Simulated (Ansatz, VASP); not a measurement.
**Cu5Mo in VASP and in Ansatz**

The input INCAR:

```
SYSTEM = Cu5Mo
ALGO = Fast
EDIFF = 1E-6
EDIFFG = -0.01
ENCUT = 600
GGA = PE
IBRION = 2
ISIF = 3
ISMEAR = 0
LASPH = .TRUE.
LCHARG = .FALSE.
LREAL = .FALSE.
LWAVE = .FALSE.
NELM = 100
NSW = 100
PREC = Accurate
SIGMA = 0.1
```

Contents of KPOINTS:

```
k-points
0
G
  12 12 4
  0 0 0
```

File POSCAR:

```
Cu5Mo
1.0
    2.6296861574      0.0000000000      0.0000000000
   -1.3148430787      2.2773750163      0.0000000000
    0.0000000000      0.0000000000     12.8730026696
Cu Mo
5 1
Direct
    0.6666666667      0.3333333333      0.8224886034
    0.3333333333      0.6666666667      0.6610415831
    0.3333333333      0.6666666667      0.1775113966
    0.6666666667      0.3333333333      0.3389584169
    0.0000000000      0.0000000000      0.5000000000
    0.0000000000      0.0000000000      0.0000000000
```

Input for Ansatz:

```yaml
crystal:
  lattice:
    - [2.6296861574, 0.0, 0.0]
    - [-1.3148430787, 2.2773750163, 0.0]
    - [0.0, 0.0, 12.8730026696]
  atoms:
    - { symbol: Cu, position: [0.6666666667, 0.3333333333, 0.8224886034] }
    - { symbol: Cu, position: [0.3333333333, 0.6666666667, 0.6610415831] }
    - { symbol: Cu, position: [0.3333333333, 0.6666666667, 0.1775113966] }
    - { symbol: Cu, position: [0.6666666667, 0.3333333333, 0.3389584169] }
    - { symbol: Cu, position: [0.0, 0.0, 0.5] }
    - { symbol: Mo, position: [0.0, 0.0, 0.0] }
basis:
  ecutwfc: 420
kpoints:
  mp_grid: { grid: [12, 12, 4] }
hamiltonian:
  xc: pbe
scf:
  occupations: { method: gaussian, width: 0.1 }
output:
  forces: true
  stress: true
  eigenvalues: true
relax:
  adjacent_minimum: "off"
  f_tol: 0.01
  max_steps: 80
  cell: { stress_tol: 0.05 }
```

Alike in both runs: task relaxation of cell and atoms; functional PBE; k mesh 12 × 12 × 4; occupations gaussian, width 0.1 eV; no spin polarisation.

```csv
,VASP,Ansatz
version,VASP 6.6.1,Ansatz 0.2.0
potentials or method,"VASP PAW PBE potentials, release 64 (Cu, Mo_sv), cutoff 600 eV","scalar-relativistic, plane waves, PAW"
valence electrons in the cell,69,109
```

|  | VASP | Ansatz | Ansatz less VASP |
| --- | --- | --- | --- |
| gap on the k mesh at the Fermi level, each at its own relaxed structure (eV) | none | none | - |
| relaxed volume (Å³/atom) | 12.88 | 12.83 | -0.046 |
| relaxed cell length with the largest relative difference (Å) | 12.857 | 12.835 | -0.0217 |

A gap of «none» marks a metal or a gap that the smearing closes. VASP's potentials hold 69 valence electrons a cell and Ansatz's 109, so a difference there can come from the potentials and not from the codes.
